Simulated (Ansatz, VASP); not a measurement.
Sn: VASP beside Ansatz

INCAR

```
ALGO     = Fast           # electronic algorithm
EDIFF    = 1E-6           # SCF threshold, eV
ENCUT    = 520            # plane-wave cutoff, eV
GGA      = PS             # functional
ISIF     = 2              # what is computed and relaxed
ISMEAR   = 0              # smearing method
LASPH    = T              # aspherical terms in the spheres
LCHARG   = F              # write CHGCAR
LREAL    = F              # projectors in reciprocal space
LWAVE    = F              # write WAVECAR
NBANDS   = 21             # bands
NELM     = 80             # most SCF steps
PREC     = Accurate       # precision mode
SIGMA    = 0.1            # smearing width, eV
```

Contents of KPOINTS:

```
k-points
0
Gamma
  12 12 12
```

The input POSCAR:

```
Sn
1.0
    0.0000000000      3.3757325825      3.3757325825
    3.3757325825      0.0000000000      3.3757325825
    3.3757325825      3.3757325825      0.0000000000
Sn
2
Direct
    0.0000000000      0.0000000000      0.0000000000
    0.2500000000      0.2500000000      0.2500000000
```

Input for Ansatz:

```yaml
crystal:
  lattice:
    - [0.0, 3.3757325825, 3.3757325825]
    - [3.3757325825, 0.0, 3.3757325825]
    - [3.3757325825, 3.3757325825, 0.0]
  atoms:
    - { symbol: Sn, position: [0.0, 0.0, 0.0] }
    - { symbol: Sn, position: [0.25, 0.25, 0.25] }
basis:
  ecutwfc: 420
kpoints:
  mp_grid: { grid: [12, 12, 12] }
hamiltonian:
  xc: pbesol
scf:
  occupations: { method: gaussian, width: 0.1 }
output:
  forces: true
  stress: true
  eigenvalues: true
  write_density: true
  write_potential: true
  elf: true
  volumetric_format: npy
```

Alike in both runs: task single point; functional PBEsol; k mesh 12 × 12 × 12; occupations gaussian, width 0.1 eV; no spin polarisation.

|  | VASP | Ansatz |
| --- | --- | --- |
| version | VASP 6.6.1 | Ansatz 0.2.0 |
| potentials or method | VASP PAW PBE potentials, release 64 (Sn_d), cutoff 520 eV | scalar-relativistic, plane waves, PAW |
| valence electrons in the cell | 28 | 28 |

```tsv
	VASP	Ansatz	Ansatz less VASP
gap on the k mesh at the Fermi level (eV)	none	none	-
pressure (GPa)	-3.2	-3.1	+0.10
```

VASP's potentials were made for PBE, not for PBEsol. A gap of «none» marks a metal or a gap that the smearing closes. With one functional, cell and mesh, what is left measures potentials, basis and numerics.
